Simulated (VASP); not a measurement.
The system is HfGe.

```xyz
2
Lattice="3.5008 0.0000 0.0000 0.0000 3.5008 0.0000 0.0000 0.0000 3.5008" Properties=species:S:1:pos:R:3 pbc="T T T"
Hf    0.0000    0.0000    0.0000
Ge    1.7504    1.7504    1.7504
```

- Program: VASP 6.6.1
- Task: relaxation of cell and atoms
- Functional: HSE06
- Potentials or basis: VASP PAW PBE potentials, release 64 (Hf_pv, Ge_d)
- Cutoff: 600 eV
- k mesh: 4 × 4 × 4
- Occupations: fermi-dirac, width 0.05 eV
- Spin: no spin polarisation

At the start: pressure -12.4 GPa; volume 21.45 Å³/atom.

Where does the relaxation end?

Over 6 steps the energy falls by 117.8 meV/atom and the volume is 18.78 Å³/atom (-12.5 %); space group Pm-3m (No. 221, to 0.1 Å) before and after.

The path:
| step | energy change (eV) | largest force (eV/Å) | pressure (GPa) | volume (Å³) |
| --- | --- | --- | --- | --- |
| 1 | 0.0000 | 0.0000 | -12.45 | 42.91 |
| 2 | -0.0194 | 0.0000 | 18.48 | 33.36 |
| 3 | -0.2357 | 0.0000 | -0.24 | 37.61 |
| 4 | -0.2357 | 0.0000 | 0.28 | 37.51 |
| 5 | -0.2356 | 0.0000 | -0.42 | 37.67 |
| 6 | -0.2357 | 0.0000 | 0.06 | 37.56 |

Final structure:
```yaml
crystal:
  lattice:
    - [3.34905, 0.00000, 0.00000]
    - [0.00000, 3.34905, 0.00000]
    - [0.00000, 0.00000, 3.34905]
  atoms:
    - { symbol: Hf, position: [0.00000, 0.00000, 0.00000] }
    - { symbol: Ge, position: [0.50000, 0.50000, 0.50000] }
```

Caveat: the k points lie up to 0.47 Å⁻¹ apart in the final cell, too coarse for converged energies and pressures of a metal; the PAW data sets were made with another functional, which shifts forces and pressure a little.
